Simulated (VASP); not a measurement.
A run of VASP 6.6.1:

INCAR

```
PREC = Accurate ; ENCUT = 520
EDIFF = 1E-6 ; ISMEAR = 0
SIGMA = 0.02 ; LREAL = F
LASPH = T ; NELM = 80
ALGO = Normal ; ISIF = 2
LWAVE = F ; LCHARG = F
GGA = PS ; NBANDS = 14
```

KPOINTS

```
Automatic mesh
0
Gamma
  6 6 6
```

Contents of POSCAR:

```
NaCl
1.0
    3.4727365821      0.0000000000      0.0000000000
    0.0000000000      3.4727365821      0.0000000000
    0.0000000000      0.0000000000      3.4727365821
Na Cl
1 1
Direct
    0.0000000000      0.0000000000      0.0000000000
    0.5000000000      0.5000000000      0.5000000000
```

Potentials or basis: VASP PAW PBE potentials, release 64 (Na_pv, Cl).

Run with:

```bash
$ cat potpaw_PBE.64/Na_pv/POTCAR potpaw_PBE.64/Cl/POTCAR > POTCAR
$ mpirun -np 1 vasp_std > vasp.out
```

Hardware: 1 thread of Intel(R) Xeon(R) Platinum 8488C (Sapphire Rapids), on a shared host.

Problem. Estimate the wall time of this run.

Solution. Run time: 11 s on 1 thread of Intel(R) Xeon(R) Platinum 8488C (Sapphire Rapids), with other jobs on the host, peak memory 0.15 GiB. Counts: scf iterations 12, k points 20.
